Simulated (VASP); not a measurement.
Write the native input for VASP 6.6.1 that does the following.

- Task: single point
- Functional: r2SCAN
- Dispersion: D4
- Potentials or basis: VASP PAW PBE potentials, release 64 (Gd, N)
- Cutoff: 520 eV
- k mesh: 8 × 8 × 8
- Occupations: gaussian, width 0.05 eV
- Spin: collinear spin, ferrimagnetic start
- Starting moments: [7.65, -0.18] μB
- Hubbard terms: Gd f U = 4.0 eV
- Dipole correction: no
- Further INCAR settings: ALGO = Normal; EDIFF = 1e-07; NBANDS = 22

Crystal: GdN.

```xyz
2
Lattice="0.0000 2.4853 2.4853 2.4853 0.0000 2.4853 2.4853 2.4853 0.0000" Properties=species:S:1:pos:R:3 pbc="T T T"
Gd    2.4853    2.4853    2.4853
N     0.0000    0.0000    0.0000
```

One way to write it, as run:

POSCAR

```
GdN
1.0
    0.0000000000      2.4852765396      2.4852765396
    2.4852765396      0.0000000000      2.4852765396
    2.4852765396      2.4852765396      0.0000000000
Gd N
1 1
Direct
    0.5000000000      0.5000000000      0.5000000000
    0.0000000000      0.0000000000      0.0000000000
```

INCAR.step1

```
SYSTEM = GdN
PREC     = Accurate       ! precision mode
ENCUT    = 520            ! plane-wave cutoff, eV
ISMEAR   = 0              ! smearing method
SIGMA    = 0.05           ! smearing width, eV
LREAL    = .False.        ! projectors in reciprocal space
LASPH    = .True.         ! aspherical terms in the spheres
NELM     = 150            ! most SCF steps
ISPIN    = 2              ! spin polarisation
MAGMOM   = 7.65 -0.18     ! initial moments
LMAXMIX  = 6              ! l up to which the mixer works
LDAU     = .True.         ! DFT+U
LDAUTYPE = 2            
LDAUL    = 3 -1           ! shell
LDAUU    = 4 0            ! U, eV
LDAUJ    = 0 0          
NBANDS   = 22             ! bands
GGA      = PE             ! functional
ALGO     = Normal         ! electronic algorithm
EDIFF    = 1E-4           ! SCF threshold, eV
LWAVE    = .True.         ! write WAVECAR
LCHARG   = .False.        ! write CHGCAR
```

INCAR.step2

```
SYSTEM = GdN
PREC     = Accurate       ! precision mode
ENCUT    = 520            ! plane-wave cutoff, eV
EDIFF    = 1E-7           ! SCF threshold, eV
ISMEAR   = 0              ! smearing method
SIGMA    = 0.05           ! smearing width, eV
LREAL    = .False.        ! projectors in reciprocal space
LASPH    = .True.         ! aspherical terms in the spheres
NELM     = 150            ! most SCF steps
ALGO     = Normal         ! electronic algorithm
ISIF     = 2              ! what is computed and relaxed
LWAVE    = .False.        ! write WAVECAR
LCHARG   = .False.        ! write CHGCAR
ISPIN    = 2              ! spin polarisation
MAGMOM   = 7.65 -0.18     ! initial moments
LORBIT   = 11             ! projections on sites
LMAXMIX  = 6              ! l up to which the mixer works
LDAU     = .True.         ! DFT+U
LDAUTYPE = 2            
LDAUL    = 3 -1           ! shell
LDAUU    = 4 0            ! U, eV
LDAUJ    = 0 0          
LDAUPRINT= 1            
METAGGA  = R2SCAN         ! meta-GGA
LMIXTAU  = .True.       
IVDW     = 13             ! dispersion correction
VDW_S6   = 1.0          
VDW_S8   = 0.6018749    
VDW_A1   = 0.51559235   
VDW_A2   = 5.77342911   
NBANDS   = 22             ! bands
ISTART   = 1
```

KPOINTS

```
regular mesh
0
Gamma
  8 8 8
  0 0 0
```

Potentials or basis: VASP PAW PBE potentials, release 64 (Gd, N).

Command:

```bash
$ cat potpaw_PBE.64/Gd/POTCAR potpaw_PBE.64/N/POTCAR > POTCAR
$ cp INCAR.step1 INCAR
$ mpirun -np 1 vasp_std > vasp.out
$ cp INCAR.step2 INCAR
$ mpirun -np 1 vasp_std > vasp.out
```

Results of the run:

| Property | Result |
| --- | --- |
| Pressure | 0.3 GPa |
| Band gap on the k mesh | zero (filled and empty bands overlap) |
| Net moment | 7.00 μB per cell |
| Site moments | Gd +6.83; N -0.14 μB |
| Valence electrons inside the program's atomic spheres | Gd 15.24; N 3.68 |
| Dispersion energy per atom | -0.123 eV |

Caveat: the PAW data sets were made with another functional, which shifts forces and pressure a little; spin-orbit coupling is left out, which moves the levels of the heavy elements; a cell with one magnetic atom can't hold antiferromagnetic order, which such compounds often take; pairwise dispersion overbinds metals, which lowers pressure and volume.

Run time: 2.5 min on 1 thread of AMD EPYC 9R45 96-Core Processor (Zen 5) (shared host), peak memory 0.18 GiB.
